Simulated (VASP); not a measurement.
Set up this calculation in VASP 6.6.1, as the native input.

```yaml
Task: single point
Functional: PBE
Potentials_or_basis: VASP PAW PBE potentials, release 64 (Ta_pv, N)
Cutoff: 600 eV
k_mesh: 16 × 16 × 16
Occupations: gaussian, width 0.1 eV
Spin: no spin polarisation
Dipole_correction: no
Further_INCAR_settings: ALGO = Normal; EDIFF = 1e-06; NBANDS = 15
```

The structure of TaN lies in POSCAR:

```
TaN
1.0
    0.0000000000      2.2086012446      2.2086012446
    2.2086012446      0.0000000000      2.2086012446
    2.2086012446      2.2086012446      0.0000000000
Ta N
1 1
Direct
    0.5000000000      0.5000000000      0.5000000000
    0.0000000000      0.0000000000      0.0000000000
```

One way to write it, as run:

INCAR

```
SYSTEM = TaN
PREC     = Accurate       ! precision mode
ENCUT    = 600            ! plane-wave cutoff, eV
EDIFF    = 1E-6           ! SCF threshold, eV
ISMEAR   = 0              ! smearing method
SIGMA    = 0.1            ! smearing width, eV
LREAL    = .False.        ! projectors in reciprocal space
LASPH    = .True.         ! aspherical terms in the spheres
NELM     = 120            ! most SCF steps
ALGO     = Normal         ! electronic algorithm
ISIF     = 2              ! what is computed and relaxed
LWAVE    = .False.        ! write WAVECAR
LCHARG   = .False.        ! write CHGCAR
GGA      = PE             ! functional
NBANDS   = 15             ! bands
GGA_COMPAT= .False.
```

KPOINTS

```
Automatic mesh
0
Gamma
  16 16 16
  0 0 0
```

Potentials or basis: VASP PAW PBE potentials, release 64 (Ta_pv, N).

Run with:

```console
$ cat potpaw_PBE.64/Ta_pv/POTCAR potpaw_PBE.64/N/POTCAR > POTCAR
$ mpirun -np 1 vasp_std > vasp.out
```

It gave:

```json
{
 "Pressure": "0.7 GPa",
 "Band gap on the k mesh": "zero (bands 8 and 9 overlap by 3.93 eV)"
}
```

Caveat: spin-orbit coupling is left out, which moves the levels of the heavy elements.

Run time: 62 s on 1 thread of AMD EPYC 7R13 Processor (Zen 3), on a shared host, peak memory 0.17 GiB.
